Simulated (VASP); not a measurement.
Here is a VASP 6.6.1 calculation.

INCAR

```
PREC = Accurate ; ENCUT = 600
EDIFF = 1E-7 ; ISMEAR = 0
SIGMA = 0.1 ; LREAL = False
LASPH = True ; NELM = 100
ALGO = Normal ; ISIF = 3
LWAVE = False ; LCHARG = False
GGA = PE ; IBRION = 2
NSW = 100 ; EDIFFG = -0.01
```

The input KPOINTS:

```
Automatic mesh
0
Gamma
  18 18 12
```

The input POSCAR:

```
PbS
1.0
    3.2413540000      0.0000000000      0.0000000000
   -1.6206770000      2.8070949000      0.0000000000
    0.0000000000      0.0000000000      5.1868716400
Pb S
1 1
Direct
    0.0000000000      0.0000000000      0.5000000000
    0.6666666700      0.3333333300      0.0000000000
```

Potentials or basis: VASP PAW PBE potentials, release 64 (Pb_d, S).

Command:

```bash
$ cat potpaw_PBE.64/Pb_d/POTCAR potpaw_PBE.64/S/POTCAR > POTCAR
$ mpirun -np 1 vasp_std > vasp.out
```

(1) Estimate the relaxed volume.

(2) Estimate the band gap on the k mesh.

Results:

(1) 27.36 Å³/atom.

(2) zero (bands 10 and 11 overlap by 0.46 eV).

Caveat: the volume moved by over 15 % at a fixed basis, so the end points are rough; semilocal functionals underestimate gaps, and a narrow one can read as zero; spin-orbit coupling is left out, which moves the levels of the heavy elements.
